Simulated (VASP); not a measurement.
# AlGa3N2 (P1) in VASP: single point with PBE

Aim: the single point of AlGa3N2 with PBE.

Program: VASP 6.6.1. These are calculated values, not measurements. Logs are shortened: lines on timing, memory, paths and dates and some standing lists are left out, and cuts for length are marked.

**1. The cell of the first run**

The typed cell holds 6 atoms: a = 3.210 Å, b = 4.460 Å, c = 5.993 Å, α = 95.41°, β = 89.97°, γ = 90.13°.

The cell was built from a structure type or drawn by symmetry, and may not be a known phase.

**2. Single point, PBE**

Input file INCAR:

```
ALGO     = Normal         # electronic algorithm
EDIFF    = 1E-6           # SCF threshold, eV
ENCUT    = 520            # plane-wave cutoff, eV
GGA      = PE             # functional
ISIF     = 2              # what is computed and relaxed
ISMEAR   = 0              # smearing method
LASPH    = True           # aspherical terms in the spheres
LCHARG   = False          # write CHGCAR
LREAL    = False          # projectors in reciprocal space
LWAVE    = False          # write WAVECAR
NBANDS   = 35             # bands
NELM     = 100            # most SCF steps
PREC     = Accurate       # precision mode
SIGMA    = 0.1            # smearing width, eV
```

Input file KPOINTS:

```
k-points
0
Gamma
  6 4 4
```

Input file POSCAR:

```
AlGa3N2
1.0
    3.2104040560      0.0121461464      0.0025498462
   -0.0270124163      4.4599825618     -0.0316273600
   -0.0000139441     -0.5222882363      5.9704881430
Al Ga N
1 3 2
Direct
    0.0858569121      0.3171605002      0.7975395330
    0.5822899566      0.8277804144      0.0317628124
    0.0824458194      0.3674883136      0.3364383131
    0.5833250077      0.8944109597      0.5854632962
    0.0829074610      0.0958528382      0.0587407977
    0.5831748831      0.6223079638      0.3150562376
```

Potentials or basis: VASP PAW PBE potentials, release 64 (Al, Ga_d, N).

Launch:

```sh
$ cat potpaw_PBE.64/Al/POTCAR potpaw_PBE.64/Ga_d/POTCAR potpaw_PBE.64/N/POTCAR > POTCAR
$ mpirun -np 1 vasp_std > vasp.out
```

OUTCAR:

```text
EDIFF = 1E-6
   ENCUT = 520
   GGA = PE
   ISIF = 2
   ISMEAR = 0
   LASPH = True
   LREAL = False
   NELM = 100
   PREC = Accurate

 ion  position               nearest neighbor table
   1  0.086  0.317  0.798-   5 1.93   4 2.70   4 2.70   3 2.79   2 3.01   2 3.03   2 3.14
   2  0.582  0.828  0.032-   5 2.00   5 2.00   6 2.00   4 2.72   1 3.01   1 3.03   1 3.14
   3  0.082  0.367  0.336-   5 1.96   6 1.98   6 1.98   1 2.79
   4  0.583  0.894  0.585-   6 1.93   1 2.70   1 2.70   2 2.72
   5  0.083  0.096  0.059-   1 1.93   3 1.96   2 2.00   2 2.00
   6  0.583  0.622  0.315-   4 1.93   3 1.98   3 1.98   2 2.00

  LATTYP: Found a triclinic cell.
 ALAT       =     8.7813191217
 B/A-ratio  =     0.3655974690
 C/A-ratio  =     1.4108864276
 COS(alpha) =     0.0003760934
 COS(beta)  =     0.6374401174
 COS(gamma) =     0.7308815393

  Lattice vectors:

 A1 = (   6.4208220561,   0.5465805291,  -5.9653884506)
 A2 = (   3.2104040560,   0.0121461464,   0.0025498462)
 A3 = (   0.0270403045,  -3.4154060892, -11.9093489260)

Analysis of symmetry for initial positions (statically):
=====================================================================
 Subroutine PRICEL returns:
 Original cell was already a primitive cell.

 Routine SETGRP: Setting up the symmetry group for a
 triclinic supercell.

 Subroutine GETGRP returns: Found  1 space group operations
 (whereof  1 operations were pure point group operations)
 out of a pool of  2 trial point group operations.

The static configuration has the point symmetry C_1 .

Analysis of symmetry for dynamics (positions and initial velocities):
=====================================================================
 Subroutine PRICEL returns:
 Original cell was already a primitive cell.

 Routine SETGRP: Setting up the symmetry group for a
 triclinic supercell.

 Subroutine GETGRP returns: Found  1 space group operations
 (whereof  1 operations were pure point group operations)
 out of a pool of  2 trial point group operations.

The dynamic configuration has the point symmetry C_1 .

 Subroutine INISYM returns: Found  1 space group operations
 (whereof  1 operations are pure point group operations),
 and found     1 'primitive' translations

----------------------------------------------------------------------------------------

                                     Primitive cell

  volume of cell :      85.4365

  direct lattice vectors                    reciprocal lattice vectors
     3.210404056  0.012146146  0.002549846     0.311479998  0.001887692  0.000165860
    -0.027012416  4.459982562 -0.031627360    -0.000864387  0.224350061  0.019625763
    -0.000013944 -0.522288236  5.970488143    -0.000137604  0.001187639  0.167594385

  length of vectors
     3.210428045  4.460176500  5.993289053     0.311485762  0.225208499  0.167598649

  position of ions in fractional coordinates (direct lattice)
     0.085856912  0.317160500  0.797539533
     0.582289957  0.827780414  0.031762812
     0.082445819  0.367488314  0.336438313
     0.583325008  0.894410960  0.585463296
     0.082907461  0.095852838  0.058740798
     0.583174883  0.622307964  0.315056238

  ion indices of the primitive-cell ions
   primitive index   ion index
                 1           1
                 2           2
                 3           3
                 4           4
                 5           5
                 6           6

----------------------------------------------------------------------------------------

 KPOINTS: k-points

Automatic generation of k-mesh.
 Grid dimensions read from file:
 generate k-points for:    6    4    4

 Generating k-lattice:

  Cartesian coordinates                     Fractional coordinates (reciprocal lattice)
     0.051913333  0.000314615  0.000027643     0.166666667 -0.000000000  0.000000000
    -0.000216097  0.056087515  0.004906441    -0.000000000  0.250000000  0.000000000
    -0.000034401  0.000296910  0.041898596    -0.000000000  0.000000000  0.250000000

  Length of vectors
     0.051914294  0.056302125  0.041899662

  Shift w.r.t. Gamma in fractional coordinates (k-lattice)
     0.000000000  0.000000000  0.000000000

 Subroutine IBZKPT returns following result:
 ===========================================

 Found     52 irreducible k-points:

 Following reciprocal coordinates:
            Coordinates               Weight
  0.000000  0.000000  0.000000      1.000000
  0.166667 -0.000000 -0.000000      2.000000
  0.333333 -0.000000 -0.000000      2.000000
  0.500000 -0.000000 -0.000000      1.000000
 -0.000000  0.250000 -0.000000      2.000000
  0.166667  0.250000 -0.000000      2.000000
[... 16 lines left out ...]
  0.333333  0.250000  0.250000      2.000000
  0.500000  0.250000  0.250000      2.000000
 [... further k-points ...]
   k-points           NKPTS =     52   k-points in BZ     NKDIM =     52   number of bands    NBANDS=     35
   number of dos      NEDOS =    301   number of ions     NIONS =      6
   total plane-waves  NPLWV =  41472
   dimension x,y,z NGX =    24 NGY =   36 NGZ =   48
   dimension x,y,z NGXF=    48 NGYF=   72 NGZF=   96
   ions per type =               1   3   2
   NGX,Y,Z   is equivalent  to a cutoff of  12.43, 13.42, 13.31 a.u.
   NGXF,Y,Z  is equivalent  to a cutoff of  24.86, 26.84, 26.63 a.u.
 SYSTEM =  unknown system
   PREC   = accura    normal or accurate (medium, high low for compatibility)
   ISTART =      0    job   : 0-new  1-cont  2-samecut
   ICHARG =      2    charge: 1-file 2-atom 10-const
   ISPIN  =      1    spin polarized calculation?
   LNONCOLLINEAR =      F non collinear calculations
   LSORBIT =      F    spin-orbit coupling
   LASPH  =      T    aspherical Exc in radial PAW
   ENCUT  =  520.0 eV  38.22 Ry    6.18 a.u.   5.97  8.29 11.14*2*pi/ulx,y,z
   NELM   =    100;   NELMIN=  2; NELMDL= -5     # of ELM steps
   EDIFF  = 0.1E-05   stopping-criterion for ELM
   LREAL  =      F    real-space projection
   EDIFFG = 0.1E-04   stopping-criterion for IOM
   NSW    =      0    number of steps for IOM
   IBRION =     -1    ionic relax: 0-MD 1-quasi-New 2-CG
   NFREE  =      0    steps in history (QN), initial steepest desc. (CG)
   ISIF   =      2    stress and relaxation
   ISYM   =      2    0-nonsym 1-usesym 2-fastsym
   POTIM  = 0.5000    time-step for ionic-motion
   TEBEG  =    0.0;   TEEND  =   0.0 temperature during run
   PSTRESS=    0.0 pullay stress
   NELECT =      52.0000    total number of electrons
   NUPDOWN=      -1.0000    fix difference up-down
   EMIN   =  10.00;   EMAX   =-10.00  energy-range for DOS
   EFERMI =   0.00;   METHOD = LEGACY
   ISMEAR =     0;   SIGMA  =   0.10  broadening in eV -4-tet -1-fermi 0-gaus
   EFERMI_NEDOS =   21; number of points for ismear=-14 and -15
   IALGO  =     38    algorithm
   IMIX   =      4    mixing-type and parameters
     AMIX     =   0.40;   BMIX     =  1.00
     AMIX_MAG =   1.60;   BMIX_MAG =  1.00
  volume/ion in A,a.u.               =      14.24        96.09
  Fermi-wavevector in a.u.,A,eV,Ry     =   1.387378  2.621764 26.188738  1.924818
  Thomas-Fermi vector in A             =   2.511605
   LORBIT       =      0    0 simple, 1 ext, 2 COOP (PROOUT), +10 PAW based schemes
   GGA     = PE    functional components
   LHFCALC =     F    Hartree Fock is set to
   AEXX    =    0.0000 exact exchange contribution
   IVDW    =     0    specifies the selected vdW correction
   LEPSILON=     F    determine dielectric tensor
   LRPA    =     F    only Hartree local field effects (RPA)
 non-spin polarized calculation
 Gauss-broadening in eV      SIGMA  =   0.10
  energy-cutoff  :      520.00
  volume of cell :       85.44
 maximum number of plane-waves:      2324
   NGX = 11   NGY = 17   NGZ = 23

 number of electron      52.0000023 magnetization

 Free energy of the ion-electron system (eV)
  ---------------------------------------------------
  ext. energy  EPLUGINS =         0.00000000
  ---------------------------------------------------
  free energy    TOTEN  =       -29.62072773 eV

  energy without entropy =      -29.61592822  energy(sigma->0) =      -29.61832798

 E-fermi :   6.2735     XC(G=0): -10.9812

 val. band max:        6.2455173672   @ k =  -0.0000   0.5000   0.2500
 cond. band min:       6.3254424614   @ k =   0.5000  -0.0000  -0.0000
 fundamental gap:      0.0799250942
 Fermi energy:         6.2735361334

 k-point     1 :       0.0000    0.0000    0.0000
  band No.  band energies     occupation
      1     -10.5460      2.00000
      2      -9.9519      2.00000
      3      -8.8158      2.00000
      4      -8.7825      2.00000
      5      -8.7490      2.00000
      6      -8.7000      2.00000
[... 27 lines left out ...]
     34      14.5382      0.00000
     35      14.6137      0.00000

 k-point     2 :       0.1667   -0.0000   -0.0000
  band No.  band energies     occupation
      1     -10.4357      2.00000
      2      -9.9204      2.00000
      3      -8.8074      2.00000
      4      -8.7605      2.00000
      5      -8.7512      2.00000
      6      -8.7213      2.00000
[... 27 lines left out ...]
     34      12.9068      0.00000
     35      14.5971      0.00000

 k-point     3 :       0.3333   -0.0000   -0.0000
  band No.  band energies     occupation
      1     -10.2548      2.00000
      2      -9.8629      2.00000
      3      -8.8026      2.00000
      4      -8.7780      2.00000
      5      -8.7538      2.00000
      6      -8.7203      2.00000
[... 27 lines left out ...]
     34      13.0537      0.00000
     35      13.7081      0.00000
[... 723 lines left out ...]
 k-point    23 :       0.3333    0.2500    0.2500
  band No.  band energies     occupation
      1     -10.2205      2.00000
      2      -9.8733      2.00000
      3      -8.7838      2.00000
      4      -8.7757      2.00000
      5      -8.7434      2.00000
      6      -8.7213      2.00000
[... 27 lines left out ...]
     34      13.5852      0.00000
     35      14.2191      0.00000

 k-point    24 :       0.5000    0.2500    0.2500
  band No.  band energies     occupation
      1     -10.1800      2.00000
      2      -9.8524      2.00000
      3      -8.7941      2.00000
      4      -8.7738      2.00000
      5      -8.7400      2.00000
      6      -8.7365      2.00000
[... 27 lines left out ...]
     34      13.6438      0.00000
     35      13.9136      0.00000

 [... further k-points ...]

------------------------ aborting loop because EDIFF is reached ----------------------------------------

  FORCE on cell =-STRESS in cart. coord.  units (eV):
  Direction    XX          YY          ZZ          XY          YZ          ZX
  --------------------------------------------------------------------------------------
  -------------------------------------------------------------------------------------
  Total        0.0709555      0.1510536     -0.0430713      0.0185824      0.0285962     -0.0067002
  in kB        1.3306172      2.8326848     -0.8077089      0.3484721      0.5362598     -0.1256483
  external PRESSURE =       1.1185310 kB  Pullay stress =       0.0000000 kB

 VOLUME and BASIS-vectors are now :
 -----------------------------------------------------------------------------
  energy-cutoff  :      520.00
  volume of cell :       85.44
      direct lattice vectors                 reciprocal lattice vectors
     3.210404056  0.012146146  0.002549846     0.311479998  0.001887692  0.000165860
    -0.027012416  4.459982562 -0.031627360    -0.000864387  0.224350061  0.019625763
    -0.000013944 -0.522288236  5.970488143    -0.000137604  0.001187639  0.167594385

 POSITION                                       TOTAL-FORCE (eV/Angst)
 -----------------------------------------------------------------------------------
      0.26706      0.99903      4.75189        -0.001403     -0.027937      0.017820
      1.84703      3.68237      0.16494        -0.000159      0.004500      0.009118
      0.25475      1.46428      1.99729         0.001656      0.004800      0.023605
      1.84854      3.69036      3.46870        -0.000801      0.011902      0.015001
      0.26358      0.39783      0.34789         0.001060      0.020133     -0.042398
      1.85541      2.61802      1.86284        -0.000354     -0.013398     -0.023146
 -----------------------------------------------------------------------------------
    total drift:                                0.000227      0.000025      0.001274

  FREE ENERGIE OF THE ION-ELECTRON SYSTEM (eV)
  ---------------------------------------------------
  free  energy   TOTEN  =       -29.6207277273 eV

  energy  without entropy=      -29.6159282244  energy(sigma->0) =      -29.61832798
```

Wall time 2.5 min (1 thread of Intel Xeon Platinum 8259CL at 2.50GHz (Skylake/Cascade Lake), shared host); peak memory 0.27 GiB.

What came out:

| Item | Value |
| --- | --- |
| Free energy | -29.6207 eV |
| Pressure | 0.1 GPa |
| Largest force | 0.047 eV/Å |
| Band gap on the k mesh | zero (bands 26 and 27 overlap by 1.90 eV) |

Forces on the atoms (eV/Å):
```
Al  -0.001 -0.028  0.018
Ga   0.000  0.004  0.009
Ga   0.002  0.005  0.024
Ga  -0.001  0.012  0.015
N    0.001  0.020 -0.042
N    0.000 -0.013 -0.023
```

Stress tensor (GPa, compression positive):
```
 0.13  0.03 -0.01
 0.03  0.28  0.05
-0.01  0.05 -0.08
```
